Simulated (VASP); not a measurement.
## Al: single point with PBE

Al:

```xyz
1
Lattice="2.7402 0.0000 0.0000 0.0000 2.7402 0.0000 0.0000 0.0000 2.7402" Properties=species:S:1:pos:R:3 pbc="T T T"
Al    0.0000    0.0000    0.0000
```

This isn't the form of Al at room conditions, which is fcc.

- Program: VASP 6.6.1
- Task: single point
- Functional: PBE
- Potentials or basis: VASP PAW PBE potentials, release 64 (Al)
- Cutoff: 500 eV
- k mesh: 14 × 14 × 14
- Occupations: fermi-dirac, width 0.0612256 eV
- Spin: no spin polarisation

```yaml
Pressure: -1.0 GPa
Band_gap_on_the_k_mesh: zero (an odd number of electrons rules out a gap without spin polarisation)
```

Levels at points of the mesh, in eV from the Fermi level:
```tsv
k point	band 1	band 2	band 3	band 4	band 5
(0.00, 0.00, 0.00)	-9.40	7.97	7.97	9.01	9.01
(0.50, 0.00, 0.00)	-5.14	-3.97	10.49	12.44	12.44
(0.50, 0.50, 0.00)	-0.50	-0.50	-0.33	2.28	15.90
(0.50, 0.50, 0.50)	2.84	2.84	2.84	5.61	5.61
```

It took 7.5 s on 1 thread of AMD EPYC 7R13 Processor (Zen 3), with other jobs on the host, peak memory 0.1 GiB.
